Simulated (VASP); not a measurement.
Here is a VASP 6.6.1 calculation.

File POSCAR:

```
BP
1.0
    0.0000000000      2.2456325122      2.2775840145
    2.2456325122      0.0000000000      2.2775840145
    2.2456325122      2.2456325122      0.0000000000
B P
1 1
Direct
    0.0000000000      0.0000000000      0.0000000000
    0.2500000000      0.2500000000      0.2500000000
```

File INCAR.step1:

```
ALGO = Normal
EDIFF = 1E-4
ENCUT = 520
GGA = PE
ISMEAR = 0
LASPH = True
LCHARG = False
LREAL = False
LWAVE = True
NBANDS = 11
NELM = 100
PREC = Accurate
SIGMA = 0.01
```

File INCAR.step2:

```
ALGO = Normal
EDIFF = 1E-6
ENCUT = 520
ISIF = 2
ISMEAR = 0
ISTART = 1
LASPH = True
LCHARG = True
LELF = True
LMIXTAU = True
LREAL = False
LVHAR = True
LWAVE = False
METAGGA = R2SCAN
NBANDS = 11
NELM = 100
PREC = Accurate
SIGMA = 0.01
```

KPOINTS

```
k-points
0
Gamma
  10 10 10
```

Potentials or basis: VASP PAW PBE potentials, release 64 (B, P).

The run is started by

```bash
$ cat potpaw_PBE.64/B/POTCAR potpaw_PBE.64/P/POTCAR > POTCAR
$ cp INCAR.step1 INCAR
$ mpirun -np 1 vasp_std > vasp.out
$ cp INCAR.step2 INCAR
$ mpirun -np 1 vasp_std > vasp.out
```

What does it give for the pressure?

2.3 GPa.

What does it give for the band gap on the k mesh?

1.31 eV, indirect (least direct gap 3.59 eV).

Stress tensor (GPa, compression positive):
```
 3.67  0.00  0.00
 0.00  3.67  0.00
 0.00  0.00 -0.56
```

Caveat: the cell differs from its parent crystal (epitaxial xy strain -1.0%); the PAW data sets were made with another functional, which shifts forces and pressure a little. A k mesh can miss the band edges.
